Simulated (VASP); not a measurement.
A run of VASP 6.6.1 is set up as follows.

INCAR

```
SYSTEM = Al2Ru
ALGO     = Fast           ! electronic algorithm
EDIFF    = 1E-6           ! SCF threshold, eV
ENCUT    = 520            ! plane-wave cutoff, eV
GGA      = PS             ! functional
ISIF     = 2              ! what is computed and relaxed
ISMEAR   = 0              ! smearing method
LASPH    = .TRUE.         ! aspherical terms in the spheres
LCHARG   = .FALSE.        ! write CHGCAR
LREAL    = .FALSE.        ! projectors in reciprocal space
LWAVE    = .FALSE.        ! write WAVECAR
NBANDS   = 17             ! bands
NELM     = 80             ! most SCF steps
PREC     = Accurate       ! precision mode
SIGMA    = 0.01           ! smearing width, eV
```

The input KPOINTS:

```
k-points
0
G
  9 9 9
  0 0 0
```

The input POSCAR:

```
Al2Ru
1.0
   -1.5604216200      1.5604216200      4.2218055900
    1.5604216200     -1.5604216200      4.2218055900
    1.5604216200      1.5604216200     -4.2218055900
Al Ru
2 1
Direct
    0.6592021900      0.6592021900      0.0000000000
    0.3407978100      0.3407978100      0.0000000000
    0.0000000000      0.0000000000      0.0000000000
```

Potentials or basis: VASP PAW PBE potentials, release 64 (Al, Ru_pv).

Launch:

```console
$ cat potpaw_PBE.64/Al/POTCAR potpaw_PBE.64/Ru_pv/POTCAR > POTCAR
$ mpirun -np 1 vasp_std > vasp.out
```

**Question.** What does it give for the largest force?

**Answer.** 0.055 eV/Å.

**Question.** Estimate the pressure.

**Answer.** -0.4 GPa.

**Question.** Estimate the band gap on the k mesh.

**Answer.** Zero (band 10 reaches 10.69 eV, above the bottom of band 11 at 10.56 eV).

Forces on the atoms (eV/Å):
```
Al   0.000  0.000 -0.055
Al   0.000  0.000  0.055
Ru   0.000  0.000  0.000
```

Caveat: the PAW data sets were made with another functional, which shifts forces and pressure a little.
